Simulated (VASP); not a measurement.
Input of a VASP 6.6.1 run:

INCAR

```
SYSTEM = Si2W
PREC = Accurate ; ENCUT = 520
EDIFF = 1E-6 ; ISMEAR = -1
SIGMA = 0.05 ; LREAL = .FALSE.
LASPH = .TRUE. ; NELM = 80
ALGO = Normal ; ISIF = 2
LWAVE = .FALSE. ; LCHARG = .TRUE.
GGA = PS ; LELF = .TRUE.
LVHAR = .TRUE. ; NBANDS = 43
```

KPOINTS

```
regular mesh
0
G
  7 7 4
  0 0 0
```

The input POSCAR:

```
Si2W
1.0
    4.6168523821      0.0000000000      0.0000000000
   -2.3084261911      3.9983114484      0.0000000000
    0.0000000000      0.0000000000      6.6532220000
W Si
3 6
Direct
    0.5000000000      0.0000000000      0.5000000000
    0.5000000000      0.5000000000      0.8333333333
    0.0000000000      0.5000000000      0.1666666667
    0.3272520000      0.1636260000      0.1666666667
    0.8363740000      0.1636260000      0.8333333333
    0.1636260000      0.3272520000      0.5000000000
    0.6727480000      0.8363740000      0.1666666667
    0.1636260000      0.8363740000      0.8333333333
    0.8363740000      0.6727480000      0.5000000000
```

Potentials or basis: VASP PAW PBE potentials, release 64 (W_sv, Si).

Command:

```bash
$ cat potpaw_PBE.64/W_sv/POTCAR potpaw_PBE.64/Si/POTCAR > POTCAR
$ mpirun -np 1 vasp_std > vasp.out
```

Q: Estimate the largest force.

A: 0.033 eV/Å.

Q: Estimate the pressure.

A: -5.3 GPa.

Q: Estimate the band gap on the k mesh.

A: 0.22 eV, indirect (least direct gap 0.68 eV).

Stress tensor (GPa, compression positive):
```
-5.28  0.00  0.00
 0.00 -5.28  0.00
 0.00  0.00 -5.38
```

Caveat: the PAW data sets were made with another functional, which shifts forces and pressure a little; spin-orbit coupling is left out, which moves the levels of the heavy elements. A k mesh can miss the band edges.
